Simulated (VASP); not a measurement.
# Zn3SeS2 (P3m1) in VASP: further runs, part 2 of 2

VASP 6.6.1. Earlier steps stand in the parts before.

**4. Single point, PBE (23.39 Å³/atom)**

This run uses another cell than the first one, of 23.39 Å³/atom.

Contents of INCAR:

```
SYSTEM = Zn3SeS2
ALGO = Normal ; EDIFF = 1E-6
ENCUT = 520 ; GGA = PE
ISIF = 2 ; ISMEAR = 0
LASPH = .True. ; LCHARG = .False.
LREAL = .False. ; LWAVE = .False.
NBANDS = 36 ; NELM = 80
PREC = Accurate ; SIGMA = 0.02
```

Contents of KPOINTS:

```
k-points
0
Gamma
  12 12 4
  0 0 0
```

Contents of POSCAR:

```
Zn3SeS2
1.0
    4.0436694473     -0.0000000299      0.0000000000
   -2.0218346977      3.5019204808      0.0000000000
    0.0000000000      0.0000000000      9.9097950520
Zn Se S
3 1 2
Direct
    0.0000000000      0.0000000000      0.0091827543
    0.6666666667      0.3333333333      0.3332901119
    0.3333333333      0.6666666667      0.6570766695
    0.0000000000      0.0000000000      0.7504237797
    0.6666666667      0.3333333333      0.0877503520
    0.3333333333      0.6666666667      0.4122753329
```

Potentials or basis: VASP PAW PBE potentials, release 64 (Zn, Se, S).

On the command line:

```console
cat potpaw_PBE.64/Zn/POTCAR potpaw_PBE.64/Se/POTCAR potpaw_PBE.64/S/POTCAR > POTCAR
mpirun -np 1 vasp_std > vasp.out
```

OUTCAR:

```text
SYSTEM = Zn3SeS2
   EDIFF = 1E-6
   ENCUT = 520
   GGA = PE
   ISIF = 2
   ISMEAR = 0
   LASPH = .True.
   LREAL = .False.
   NELM = 80
   PREC = Accurate

 ion  position               nearest neighbor table
   1  0.000  0.000  0.009-   5 2.46   5 2.46   5 2.46   4 2.56
   2  0.667  0.333  0.333-   5 2.43   6 2.46   6 2.46   6 2.46
   3  0.333  0.667  0.657-   6 2.43   4 2.51   4 2.51   4 2.51
   4  0.000  0.000  0.750-   3 2.51   3 2.51   3 2.51   1 2.56
   5  0.667  0.333  0.088-   2 2.43   1 2.46   1 2.46   1 2.46
   6  0.333  0.667  0.412-   3 2.43   2 2.46   2 2.46   2 2.46

  LATTYP: Found a hexagonal cell.
 ALAT       =     4.0436694473
 C/A-ratio  =     2.4506936537

  Lattice vectors:

 A1 = (   4.0436694473,  -0.0000000299,   0.0000000000)
 A2 = (  -2.0218346977,   3.5019204808,   0.0000000000)
 A3 = (   0.0000000000,   0.0000000000,   9.9097950520)

Analysis of symmetry for initial positions (statically):
=====================================================================
 Subroutine PRICEL returns:
 Original cell was already a primitive cell.

 Routine SETGRP: Setting up the symmetry group for a
 hexagonal supercell.

 Subroutine GETGRP returns: Found  6 space group operations
 (whereof  6 operations were pure point group operations)
 out of a pool of 24 trial point group operations.

The static configuration has the point symmetry C_3v.

Analysis of symmetry for dynamics (positions and initial velocities):
=====================================================================
 Subroutine PRICEL returns:
 Original cell was already a primitive cell.

 Routine SETGRP: Setting up the symmetry group for a
 hexagonal supercell.

 Subroutine GETGRP returns: Found  6 space group operations
 (whereof  6 operations were pure point group operations)
 out of a pool of 24 trial point group operations.

The dynamic configuration has the point symmetry C_3v.

 Subroutine INISYM returns: Found  6 space group operations
 (whereof  6 operations are pure point group operations),
 and found     1 'primitive' translations

----------------------------------------------------------------------------------------

                                     Primitive cell

  volume of cell :     140.3287

  direct lattice vectors                    reciprocal lattice vectors
     4.043669447 -0.000000030  0.000000000     0.247300136  0.142778798  0.000000000
    -2.021834698  3.501920481  0.000000000     0.000000002  0.285557599  0.000000000
     0.000000000  0.000000000  9.909795052     0.000000000  0.000000000  0.100910260

  length of vectors
     4.043669447  4.043669447  9.909795052     0.285557599  0.285557599  0.100910260

  position of ions in fractional coordinates (direct lattice)
     0.000000000  0.000000000  0.009182754
     0.666666667  0.333333333  0.333290112
     0.333333333  0.666666667  0.657076670
     0.000000000  0.000000000  0.750423780
     0.666666667  0.333333333  0.087750352
     0.333333333  0.666666667  0.412275333

  ion indices of the primitive-cell ions
   primitive index   ion index
                 1           1
                 2           2
                 3           3
                 4           4
                 5           5
                 6           6

----------------------------------------------------------------------------------------

 KPOINTS: k-points

Automatic generation of k-mesh.
 Grid dimensions read from file:
 generate k-points for:   12   12    4

 Generating k-lattice:

  Cartesian coordinates                     Fractional coordinates (reciprocal lattice)
     0.020608345  0.011898233  0.000000000     0.083333333  0.000000000  0.000000000
     0.000000000  0.023796467  0.000000000    -0.000000000  0.083333333  0.000000000
     0.000000000  0.000000000  0.025227565     0.000000000  0.000000000  0.250000000

  Length of vectors
     0.023796467  0.023796467  0.025227565

  Shift w.r.t. Gamma in fractional coordinates (k-lattice)
     0.000000000  0.000000000  0.000000000

 Subroutine IBZKPT returns following result:
 ===========================================

 Found     69 irreducible k-points:

 Following reciprocal coordinates:
            Coordinates               Weight
  0.000000  0.000000  0.000000      1.000000
  0.083333  0.000000  0.000000      6.000000
  0.166667  0.000000  0.000000      6.000000
  0.250000  0.000000  0.000000      6.000000
  0.333333  0.000000  0.000000      6.000000
  0.416667  0.000000  0.000000      6.000000
[... 16 lines left out ...]
  0.166667  0.000000  0.250000      6.000000
  0.000000  0.166667  0.250000      6.000000
 [... further k-points ...]
   k-points           NKPTS =     69   k-points in BZ     NKDIM =     69   number of bands    NBANDS=     36
   number of dos      NEDOS =    301   number of ions     NIONS =      6
   total plane-waves  NPLWV =  72000
   dimension x,y,z NGX =    30 NGY =   30 NGZ =   80
   dimension x,y,z NGXF=    60 NGYF=   60 NGZF=  160
   ions per type =               3   1   2
   NGX,Y,Z   is equivalent  to a cutoff of  12.33, 12.33, 13.42 a.u.
   NGXF,Y,Z  is equivalent  to a cutoff of  24.67, 24.67, 26.84 a.u.
 SYSTEM =  Zn3SeS2
   PREC   = accura    normal or accurate (medium, high low for compatibility)
   ISTART =      0    job   : 0-new  1-cont  2-samecut
   ICHARG =      2    charge: 1-file 2-atom 10-const
   ISPIN  =      1    spin polarized calculation?
   LNONCOLLINEAR =      F non collinear calculations
   LSORBIT =      F    spin-orbit coupling
   LASPH  =      T    aspherical Exc in radial PAW
   ENCUT  =  520.0 eV  38.22 Ry    6.18 a.u.   7.52  7.52 18.43*2*pi/ulx,y,z
   NELM   =     80;   NELMIN=  2; NELMDL= -5     # of ELM steps
   EDIFF  = 0.1E-05   stopping-criterion for ELM
   LREAL  =      F    real-space projection
   EDIFFG = 0.1E-04   stopping-criterion for IOM
   NSW    =      0    number of steps for IOM
   IBRION =     -1    ionic relax: 0-MD 1-quasi-New 2-CG
   NFREE  =      0    steps in history (QN), initial steepest desc. (CG)
   ISIF   =      2    stress and relaxation
   ISYM   =      2    0-nonsym 1-usesym 2-fastsym
   POTIM  = 0.5000    time-step for ionic-motion
   TEBEG  =    0.0;   TEEND  =   0.0 temperature during run
   PSTRESS=    0.0 pullay stress
   NELECT =      54.0000    total number of electrons
   NUPDOWN=      -1.0000    fix difference up-down
   EMIN   =  10.00;   EMAX   =-10.00  energy-range for DOS
   EFERMI =   0.00;   METHOD = LEGACY
   ISMEAR =     0;   SIGMA  =   0.02  broadening in eV -4-tet -1-fermi 0-gaus
   EFERMI_NEDOS =   21; number of points for ismear=-14 and -15
   IALGO  =     38    algorithm
   IMIX   =      4    mixing-type and parameters
     AMIX     =   0.40;   BMIX     =  1.00
     AMIX_MAG =   1.60;   BMIX_MAG =  1.00
  volume/ion in A,a.u.               =      23.39       157.83
  Fermi-wavevector in a.u.,A,eV,Ry     =   1.190759  2.250208 19.291797  1.417907
  Thomas-Fermi vector in A             =   2.326836
   LORBIT       =      0    0 simple, 1 ext, 2 COOP (PROOUT), +10 PAW based schemes
   GGA     = PE    functional components
   LHFCALC =     F    Hartree Fock is set to
   AEXX    =    0.0000 exact exchange contribution
   IVDW    =     0    specifies the selected vdW correction
   LEPSILON=     F    determine dielectric tensor
   LRPA    =     F    only Hartree local field effects (RPA)
 non-spin polarized calculation
 Gauss-broadening in eV      SIGMA  =   0.02
  energy-cutoff  :      520.00
  volume of cell :      140.33
 maximum number of plane-waves:      3818
   NGX = 15   NGY = 15   NGZ = 37

 number of electron      54.0000047 magnetization

 Free energy of the ion-electron system (eV)
  ---------------------------------------------------
  ext. energy  EPLUGINS =         0.00000000
  ---------------------------------------------------
  free energy    TOTEN  =       -19.46683937 eV

  energy without entropy =      -19.46683937  energy(sigma->0) =      -19.46683937

 E-fermi :   1.2502     XC(G=0):  -8.9713

 val. band max:        1.1306959886   @ k =   0.0000   0.0000   0.0000
 cond. band min:       2.2078347396   @ k =   0.0000   0.0000   0.0000
 fundamental gap:      1.0771387510
 Fermi energy:         1.2501670097

 k-point     1 :       0.0000    0.0000    0.0000
  band No.  band energies     occupation
      1     -11.5212      2.00000
      2     -11.0567      2.00000
      3     -11.0048      2.00000
      4      -5.1529      2.00000
      5      -5.1529      2.00000
      6      -5.1342      2.00000
[... 925 lines left out ...]
     35       7.8224      0.00000
     36       7.9467      0.00000

 [... further k-points ...]
[... 5 lines left out ...]
  --------------------------------------------------------------------------------------
  -------------------------------------------------------------------------------------
  Total       -4.2365573     -4.2365573     -4.2682429     -0.0000000     -0.0000000      0.0000000
  in kB      -48.3701098    -48.3701098    -48.7318733     -0.0000000     -0.0000000      0.0000000
  external PRESSURE =     -48.4906977 kB  Pullay stress =       0.0000000 kB

 VOLUME and BASIS-vectors are now :
 -----------------------------------------------------------------------------
  energy-cutoff  :      520.00
  volume of cell :      140.33
      direct lattice vectors                 reciprocal lattice vectors
     4.043669447 -0.000000030  0.000000000     0.247300136  0.142778798  0.000000000
    -2.021834698  3.501920481  0.000000000     0.000000002  0.285557599  0.000000000
     0.000000000  0.000000000  9.909795052     0.000000000  0.000000000  0.100910260

 POSITION                                       TOTAL-FORCE (eV/Angst)
 -----------------------------------------------------------------------------------
      0.00000      0.00000      0.09100         0.000000     -0.000000      0.001216
      2.02183      1.16731      3.30284        -0.000000      0.000000     -0.010250
      0.00000      2.33461      6.51150        -0.000000      0.000000     -0.005312
      0.00000      0.00000      7.43655         0.000000      0.000000      0.006485
      2.02183      1.16731      0.86959        -0.000000      0.000000      0.007117
      0.00000      2.33461      4.08556        -0.000000      0.000000      0.000745
 -----------------------------------------------------------------------------------
    total drift:                                0.000004     -0.000000     -0.003824

  FREE ENERGIE OF THE ION-ELECTRON SYSTEM (eV)
  ---------------------------------------------------
  free  energy   TOTEN  =       -19.4668393701 eV

  energy  without entropy=      -19.4668393701  energy(sigma->0) =      -19.46683937
```

Wall time 4 min (1 thread of Intel Xeon 6975P-C (Granite Rapids), shared host); peak memory 0.46 GiB.

Results:

- Free energy: -19.4668 eV
- Pressure: -4.8 GPa
- Largest force: 0.010 eV/Å
- Band gap on the k mesh: 1.08 eV

Forces in eV/Å, atoms in the order of the input:
```
Zn   0.000  0.000  0.001
Zn   0.000  0.000 -0.010
Zn   0.000  0.000 -0.005
Se   0.000  0.000  0.006
S    0.000  0.000  0.007
S    0.000  0.000  0.001
```

Levels at points of the mesh, in eV from the valence-band top:
```csv
k point,band 25,band 26,band 27,band 28,band 29,band 30
"(0.00, 0.00, 0.00)",-0.25,0.00,0.00,1.08,2.51,2.85
"(0.50, 0.00, 0.00)",-1.65,-1.42,-0.97,3.26,3.43,3.54
"(0.00, 0.00, 0.50)",-0.65,-0.05,-0.05,2.18,2.29,2.72
"(0.50, 0.00, 0.50)",-1.67,-0.93,-0.82,2.56,3.54,3.79
```

Caveat: the cell stands under tension. A k mesh can miss the band edges.

**5. Summary**

| cell | gap on the mesh (eV) | pressure (GPa) | largest force (eV/Å) |
| --- | --- | --- | --- |
| a = 3.956, b = 3.956, c = 9.697 Å, angles 90.0, 90.0, 120.0°, 6 atoms, atomic positions A | 1.32 | -1.6 | 0.01 |
| a = 3.994, b = 3.994, c = 9.789 Å, angles 90.0, 90.0, 120.0°, 6 atoms, atomic positions B | 1.21 | -3.2 | 0.01 |
| a = 4.044, b = 4.044, c = 9.910 Å, angles 90.0, 90.0, 120.0°, 6 atoms, atomic positions C | 1.08 | -4.8 | 0.01 |

Alike in all rows: task single point; level PBE; potentials or basis VASP PAW PBE potentials, release 64 (Zn, Se, S); no spin polarisation; k mesh 12 × 12 × 4; cutoff (eV) 520; smearing gaussian 0.02 eV.

Caveats: the cell stands under tension (at least some runs).

Absolute energies hang on the potentials; compare differences alone.
